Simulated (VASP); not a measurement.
Set up this calculation in VASP 6.6.1, as the native input.

- Task: single point
- Functional: PBE
- Potentials or basis: VASP PAW PBE potentials, release 64 (Sm)
- Cutoff: 520 eV
- k mesh: 42 × 42 × 42
- Occupations: fermi-dirac, width 0.0612256 eV
- Spin: no spin polarisation
- Dipole correction: no
- Further INCAR settings: ALGO = Normal; EDIFF = 1e-06; NBANDS = 14

The structure of Sm lies in POSCAR:

```
Sm
1.0
    0.0000000000      2.2810636773      2.2810636773
    2.2810636773      0.0000000000      2.2810636773
    2.2810636773      2.2810636773      0.0000000000
Sm
1
Direct
    0.0000000000      0.0000000000      0.0000000000
```

This isn't the form of Sm at room conditions, which is rhombohedral.

One way to write it, as run:

INCAR

```
  PREC = Accurate
  ENCUT = 520
  EDIFF = 1E-6
  ISMEAR = -1
  SIGMA = 0.06122561905347299
  LREAL = F
  LASPH = T
  NELM = 80
  ALGO = Normal
  ISIF = 2
  LWAVE = F
  LCHARG = T
  GGA = PE
  LELF = T
  LVHAR = T
  NBANDS = 14
```

KPOINTS

```
regular mesh
0
Gamma
  42 42 42
```

Potentials or basis: VASP PAW PBE potentials, release 64 (Sm).

The run is started by

```bash
$ cat potpaw_PBE.64/Sm/POTCAR > POTCAR
$ mpirun -np 1 vasp_std > vasp.out
```

Results of the run:

| Property | Result |
| --- | --- |
| Pressure | -0.6 GPa |
| Band gap on the k mesh | zero (bands 8 and 9 overlap by 0.14 eV) |

Caveat: spin-orbit coupling is left out, which moves the levels of the heavy elements; semilocal functionals describe open f shells poorly, which spoils levels, moments and volumes.

Run time: 9.7 min on 1 thread of Intel(R) Xeon(R) Platinum 8488C (Sapphire Rapids), with other jobs on the host, peak memory 0.86 GiB.
